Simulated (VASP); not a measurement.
The system is BP (kk07).

```
B P
1.0
     0.00000    2.26607    2.26607
     2.26607    0.00000    2.26607
     2.26607    2.26607    0.00000
B P
1 1
Direct
  0.00000 0.00000 0.00000
  0.75000 0.75000 0.75000
```

| Property | Result |
| --- | --- |
| Program | VASP 6.6.1 |
| Task | relaxation of cell and atoms |
| Functional | LDA |
| Potentials or basis | VASP PAW LDA potentials, release 64 (B, P) |
| Cutoff | 600 eV |
| k mesh | 14 × 14 × 14 |
| Occupations | gaussian, width 0.02 eV |
| Spin | no spin polarisation |

At the start: pressure -4.7 GPa; volume 11.64 Å³/atom.

Problem. Where does the relaxation end?

Solution. Over 3 steps the energy falls by 4.9 meV/atom and the volume is 11.31 Å³/atom (-2.8 %); space group F-43m (No. 216, to 0.05 Å).

The path:
| step | energy change (eV) | largest force (eV/Å) | pressure (GPa) | volume (Å³) |
| --- | --- | --- | --- | --- |
| 1 | 0.0000 | 0.0000 | -4.71 | 23.27 |
| 2 | -0.0039 | 0.0000 | 3.96 | 22.14 |
| 3 | -0.0098 | 0.0000 | -0.01 | 22.62 |

Final structure:
```cif
data_structure
_symmetry_space_group_name_H-M 'P 1'
_symmetry_Int_Tables_number 1
_cell_length_a 3.1747
_cell_length_b 3.1747
_cell_length_c 3.1747
_cell_angle_alpha 60.000
_cell_angle_beta 60.000
_cell_angle_gamma 60.000
_cell_volume 22.62
loop_
_atom_site_label
_atom_site_type_symbol
_atom_site_fract_x
_atom_site_fract_y
_atom_site_fract_z
_atom_site_occupancy
B1 B 0.00000 0.00000 0.00000 1
P1 P 0.75000 0.75000 0.75000 1
```
